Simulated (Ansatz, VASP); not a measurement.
# ScGa3 in VASP and in Ansatz

Contents of INCAR:

```
SYSTEM = ScGa3
  PREC = Accurate
  ENCUT = 520
  EDIFF = 1E-6
  ISMEAR = -1
  SIGMA = 0.05
  LREAL = .False.
  LASPH = .True.
  NELM = 60
  ALGO = Normal
  ISIF = 2
  LWAVE = .False.
  LCHARG = .True.
  LELF = .True.
  LVHAR = .True.
  NBANDS = 33
```

File KPOINTS:

```
regular mesh
0
Gamma
  9 9 9
  0 0 0
```

POSCAR

```
ScGa3
1.0
    4.0950000000      0.0409500000      0.0409500000
    0.0409500000      4.0950000000      0.0409500000
    0.0409500000      0.0409500000      4.0950000000
Sc Ga
1 3
Direct
    0.0000000000      0.0000000000      0.0000000000
    0.0000000000      0.5000000000      0.5000000000
    0.5000000000      0.0000000000      0.5000000000
    0.5000000000      0.5000000000      0.0000000000
```

Input for Ansatz:

```yaml
crystal:
  lattice:
    - [4.095, 0.04095, 0.04095]
    - [0.04095, 4.095, 0.04095]
    - [0.04095, 0.04095, 4.095]
  atoms:
    - { symbol: Sc, position: [0.0, 0.0, 0.0] }
    - { symbol: Ga, position: [0.0, 0.5, 0.5] }
    - { symbol: Ga, position: [0.5, 0.0, 0.5] }
    - { symbol: Ga, position: [0.5, 0.5, 0.0] }
kpoints:
  mp_grid: { grid: [9, 9, 9] }
  band_path:
    path:
      - [0.0, 0.0, 0.0]
      - [0.5, 0.5, 0.5]
      - [0.5193194925, 0.4806805075, 0.5]
      - [0.5, -0.4806805075, 0.4806805075]
      - [0.5, 0.0, 0.0]
      - [0.0, 0.0, 0.0]
      - [0.4903402537, -0.4903402537, 0.0]
      - [0.5096597463, 0.0, 0.4903402537]
      - [0.5, 0.0, 0.5]
    npoints: 5
scf:
  occupations: { method: fermi_dirac, width: 0.05 }
hamiltonian:
  xc: lda
  pseudopotentials: { kind: all_electron, lapw: { basis_error: 0.001 } }
output:
  forces: true
  stress: true
  eigenvalues: true
```

Change from the starting cell: equal xy, yz and zx shear strains of +2 %.

Alike in both runs: task single point; functional LDA; k mesh 9 × 9 × 9; occupations fermi-dirac, width 0.05 eV; no spin polarisation.

```csv
,VASP,Ansatz
version,VASP 6.6.1,Ansatz 0.2.0
potentials or method,"VASP PAW LDA potentials, release 64 (Sc_sv, Ga_d), cutoff 520 eV","all-electron LAPW, scalar-relativistic"
```

```tsv
	VASP	Ansatz	Ansatz less VASP
pressure (GPa)	-5.2	-5.4	-0.24
traceless stress, the component that is largest in VASP (GPa)	-0.68	-0.68	+0.002
```

LDA's correlation is that of Perdew and Zunger in VASP and of Perdew and Wang (1992) in Ansatz. Ansatz ran all-electron here, and VASP with PAW potentials.
